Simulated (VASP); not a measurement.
The system is Ti3Al.

```xyz
4
Lattice="2.1403 1.2357 3.9214 -2.1403 1.2357 3.9214 0.0000 -2.4714 3.9214" Properties=species:S:1:pos:R:3 pbc="T T T"
Ti    0.0000   -1.2357    1.9607
Ti    1.0702    0.6179    1.9607
Ti   -1.0702    0.6179    1.9607
Al    0.0000    0.0000    5.8821
```

- Program: VASP 6.6.1
- Task: relaxation of cell and atoms
- Functional: PBE
- Potentials or basis: VASP PAW PBE potentials, release 64 (Ti_sv, Al)
- Cutoff: 600 eV
- k mesh: 6 × 6 × 6
- Occupations: gaussian, width 0.1 eV
- Spin: no spin polarisation

At the start: pressure 79.0 GPa; volume 15.56 Å³/atom.

Problem. How do energy, volume and symmetry change on relaxing?

Solution. Over 16 steps the energy falls by 3822.5 meV/atom and the volume is 16.55 Å³/atom (+6.4 %); space group Pm-3m (No. 221, to 0.05 Å).

The path:
```csv
step,energy change (eV),largest force (eV/Å),pressure (GPa),volume (Å³)
1,0.0000,0.0000,78.98,62.23
2,-6.6769,0.0000,-17.48,145.06
3,-10.6846,0.0000,-7.81,100.21
4,-10.6971,0.0000,-6.98,98.98
5,-10.6988,0.0000,-6.15,97.80
6,-11.9372,0.0000,-7.40,87.76
7,-14.1286,0.0000,-5.36,73.50
8,-7.9956,0.0000,99.54,44.32
9,-14.9389,0.0000,-0.12,67.19
10,-15.0421,0.0000,13.59,59.90
11,-15.1629,0.0000,5.99,63.21
12,-15.1645,0.0000,7.39,62.50
13,-15.0920,0.0000,0.05,66.61
14,-15.2638,0.0000,3.59,64.24
15,-15.2726,0.0000,-2.61,67.86
16,-15.2898,0.0000,0.01,66.20
```

Final structure:
```
Ti Al
1.0
     2.85665    1.64929    2.34190
    -2.85665    1.64929    2.34190
     0.00000   -3.29857    2.34190
Ti Al
3 1
Direct
  0.00000 0.00000 0.50000
  0.50000 0.00000 0.00000
  0.00000 0.50000 0.00000
  0.50000 0.50000 0.50000
```
